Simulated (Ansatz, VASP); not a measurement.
# BN in VASP and in Ansatz

```
B N
1.0
     2.65610    0.00000    0.00000
    -1.32805    2.30025    0.00000
     0.00000    0.00000    4.39593
B N
2 2
Cartesian
  1.3280 0.7667 4.3947
  0.0000 1.5335 2.1968
  1.3280 0.7667 2.7487
  0.0000 1.5335 0.5507
```

Change from the starting cell: strain +0.040 along x and y, +0.040 along z, atoms carried along.

Alike in both runs: task single point; functional PBE; k mesh 12 × 12 × 6; occupations gaussian, width 0.05 eV; no spin polarisation.

```csv
,VASP,Ansatz
version,VASP 6.6.1,Ansatz 0.2.0
potentials or method,"VASP PAW PBE potentials, release 64 (B, N), cutoff 520 eV","scalar-relativistic, plane waves, PAW"
valence electrons in the cell,16,16
```

|  | VASP | Ansatz | Ansatz less VASP |
| --- | --- | --- | --- |
| gap on the k mesh at the Fermi level (eV) | 5.34 | 5.35 | +0.012 |
| least direct gap on the mesh (eV) | 7.60 | 7.60 | 0.000 |
| pressure (GPa) | -35.2 | -35.1 | +0.06 |
| traceless stress, the component that is largest in VASP (GPa) | -0.68 | -0.66 | +0.012 |
| rms of the force components (eV/Å) | 0.054 | 0.056 | +0.0013 |

Atom by atom the forces differ by 0.001 eV/Å (rms over components). Both programs put the cell under strong tension, so it lies far from rest at this level. With one functional, cell and mesh, what is left measures potentials, basis and numerics.

Noted on VASP's run: the cell as given lies far from equilibrium.
